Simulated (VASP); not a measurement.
## AgH16O8F: single point with PBE+D3(BJ)

The system is AgH16O8F.

```
CELL_PARAMETERS angstrom
6.71994 0.00000 0.00000
0.00000 6.71994 0.00000
0.00000 0.00000 6.71994
ATOMIC_POSITIONS crystal
O 0.80557 0.42493 0.46050
O 0.60118 0.67870 0.71605
O 0.26311 0.50603 0.97362
O 0.23701 0.97169 0.33335
O 0.48274 0.15488 0.77719
O 0.65785 0.30903 0.10875
O 0.05642 0.20569 0.71821
O 0.90996 0.82464 0.91355
H 0.73636 0.35198 0.34908
H 0.87292 0.54271 0.36703
H 0.66742 0.59532 0.62114
H 0.50469 0.57978 0.77669
H 0.17708 0.45405 0.87014
H 0.17484 0.59067 0.05999
H 0.19860 0.97528 0.47960
H 0.14274 0.86208 0.30213
H 0.55282 0.02446 0.76663
H 0.36112 0.14539 0.70499
H 0.61298 0.30134 0.95830
H 0.61812 0.17397 0.16616
H 0.97803 0.08161 0.76346
H 0.98538 0.26308 0.61405
H 0.76251 0.79216 0.89257
H 0.92656 0.83013 0.05425
Ag 0.19281 0.26604 0.19653
F 0.03985 0.64791 0.25585
```

```json
{
 "Program": "VASP 6.6.1",
 "Task": "single point",
 "Functional": "PBE",
 "Dispersion": "D3(BJ)",
 "Potentials or basis": "VASP PAW PBE potentials, release 64 (O, H, Ag, F)",
 "Cutoff": "520 eV",
 "k mesh": "1 × 1 × 1",
 "Occupations": "fermi-dirac, width 0.05 eV",
 "Spin": "no spin polarisation"
}
```

```yaml
Pressure: -1.8 GPa
Largest_force: 3.936 eV/Å
Band_gap_on_the_k_mesh: 3.28 eV
Dispersion_energy_per_atom: -0.040 eV
```

Forces on the atoms (eV/Å):
```
O    0.518  1.279 -2.048
O   -2.136 -0.313  1.634
O    0.018  0.041  0.545
O   -0.670  0.314  2.154
O    1.841 -0.902  0.526
O   -0.928 -1.928 -1.184
O    1.077 -2.916  2.415
O   -1.543  0.580 -1.417
H    0.417  0.835  0.870
H   -0.296 -1.863  1.503
H    1.070 -0.853 -1.185
H    0.706  1.386 -0.283
H   -0.465 -0.216 -0.480
H   -0.018  0.196 -0.160
H    0.736  0.550 -1.154
H   -0.096 -0.936 -0.882
H   -0.727  0.802 -0.164
H   -1.170 -0.028 -0.353
H    0.385 -0.271  2.398
H    0.326  1.535 -1.193
H    0.939  1.327 -0.171
H   -1.919  1.500 -2.197
H    1.541 -0.234 -0.295
H    0.270 -0.236  1.216
Ag   0.162 -0.193 -0.120
F   -0.039  0.542  0.024
```

Stress tensor (GPa, compression positive):
```
-1.06 -1.44  2.41
-1.44 -3.60  1.73
 2.41  1.73 -0.86
```

Levels at points of the mesh, in eV from the valence-band top:
```csv
k point,band 38,band 39,band 40,band 41,band 42,band 43,band 44,band 45
"(0.00, 0.00, 0.00)",-0.80,-0.49,-0.40,0.00,3.28,5.80,6.72,6.81
```

Run time: 23 s on 1 thread of Intel(R) Xeon(R) 6975P-C (Granite Rapids), on a shared host, peak memory 0.33 GiB.

Caveat: the k points lie up to 0.94 Å⁻¹ apart.
